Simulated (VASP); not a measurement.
Input of a VASP 6.6.1 run:

Contents of INCAR:

```
ALGO     = Normal         # electronic algorithm
EDIFF    = 1E-7           # SCF threshold, eV
ENCUT    = 520            # plane-wave cutoff, eV
GGA      = PE             # functional
ISIF     = 2              # what is computed and relaxed
ISMEAR   = 0              # smearing method
LASPH    = True           # aspherical terms in the spheres
LCHARG   = False          # write CHGCAR
LREAL    = False          # projectors in reciprocal space
LWAVE    = False          # write WAVECAR
NBANDS   = 26             # bands
NELM     = 60             # most SCF steps
PREC     = Accurate       # precision mode
SIGMA    = 0.02           # smearing width, eV
```

Contents of KPOINTS:

```
k-points
0
Gamma
  8 8 6
```

File POSCAR:

```
ZnSe
1.0
    4.1012917991      0.0000000000      0.0000000000
    0.0000000000      4.1012917991      0.0000000000
    0.0000000000      0.0000000000      6.4758420127
Zn Se
2 2
Direct
    0.0000000000      0.0000000000      0.0000000000
    0.5000000000      0.5000000000      0.0000000000
    0.0000000000      0.5000000000      0.2301433435
    0.5000000000      0.0000000000      0.7698566565
```

Potentials or basis: VASP PAW PBE potentials, release 64 (Zn, Se).

Command:

```bash
$ cat potpaw_PBE.64/Zn/POTCAR potpaw_PBE.64/Se/POTCAR > POTCAR
$ mpirun -np 1 vasp_std > vasp.out
```

(1) Predict the pressure.

(2) What does it give for the largest force?

(3) Estimate the band gap on the k mesh.

Answers

(1) 0.2 GPa.

(2) 0.039 eV/Å.

(3) 2.04 eV.
